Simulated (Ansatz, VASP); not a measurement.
# Two plane-wave programs on HfMoC2

INCAR

```
SYSTEM = HfMoC2
PREC     = Accurate       ! precision mode
ENCUT    = 520            ! plane-wave cutoff, eV
EDIFF    = 1E-6           ! SCF threshold, eV
ISMEAR   = -1             ! smearing method
SIGMA    = 0.05           ! smearing width, eV
LREAL    = .False.        ! projectors in reciprocal space
LASPH    = .True.         ! aspherical terms in the spheres
NELM     = 60             ! most SCF steps
ALGO     = Normal         ! electronic algorithm
ISIF     = 2              ! what is computed and relaxed
LWAVE    = .False.        ! write WAVECAR
LCHARG   = .False.        ! write CHGCAR
NBANDS   = 24             ! bands
```

KPOINTS

```
regular mesh
0
Gamma
  8 8 6
  0 0 0
```

File POSCAR:

```
HfMoC2
1.0
    3.2540158126      0.0000000000      0.0000000000
    0.0000000000      3.2540158126      0.0000000000
    0.0000000000      0.0000000000      4.5731307251
Hf Mo C
1 1 2
Direct
    0.0000000000      0.0000000000      0.0000000000
    0.5000000000      0.5000000000      0.5000000000
    0.5000000000      0.5000000000      0.0000000000
    0.0000000000      0.0000000000      0.5000000000
```

input.yaml

```yaml
crystal:
  lattice:
    - [3.2540158126, 0.0, 0.0]
    - [0.0, 3.2540158126, 0.0]
    - [0.0, 0.0, 4.5731307251]
  atoms:
    - { symbol: Hf, position: [0.0, 0.0, 0.0] }
    - { symbol: Mo, position: [0.5, 0.5, 0.5] }
    - { symbol: C, position: [0.5, 0.5, 0.0] }
    - { symbol: C, position: [0.0, 0.0, 0.5] }
hamiltonian:
  xc: lda
  pseudopotentials: { kind: paw }
kpoints:
  mp_grid: { grid: [8, 8, 6] }
scf:
  occupations: { method: fermi_dirac, width: 0.05 }
output:
  forces: true
  stress: true
  eigenvalues: true
```

Alike in both runs: task single point; functional LDA; k mesh 8 × 8 × 6; occupations fermi-dirac, width 0.05 eV; no spin polarisation.

```csv
,VASP,Ansatz
version,VASP 6.6.1,Ansatz 0.2.0
potentials or method,"VASP PAW LDA potentials, release 64 (Hf_pv, Mo_sv, C)",Ansatz PAW
plane-wave cutoff (eV),520,420
valence electrons in the cell,32,48
```

Ansatz gave:

- gap on the k mesh at the Fermi level (eV): none
- pressure (GPa): -27.2
- traceless stress, the component that is largest in VASP (GPa): -2.71

Question: Estimate VASP's values.

Answer: gap on the k mesh at the Fermi level (eV): none; pressure (GPa): -26.6; traceless stress, the component that is largest in VASP (GPa): -2.70.

LDA's correlation is that of Perdew and Zunger in VASP and of Perdew and Wang (1992) in Ansatz. A gap of «none» marks a metal or a gap that the smearing closes. VASP's potentials hold 32 valence electrons a cell and Ansatz's 48, so a difference there can come from the potentials and not from the codes.

Spin-orbit coupling is off throughout.
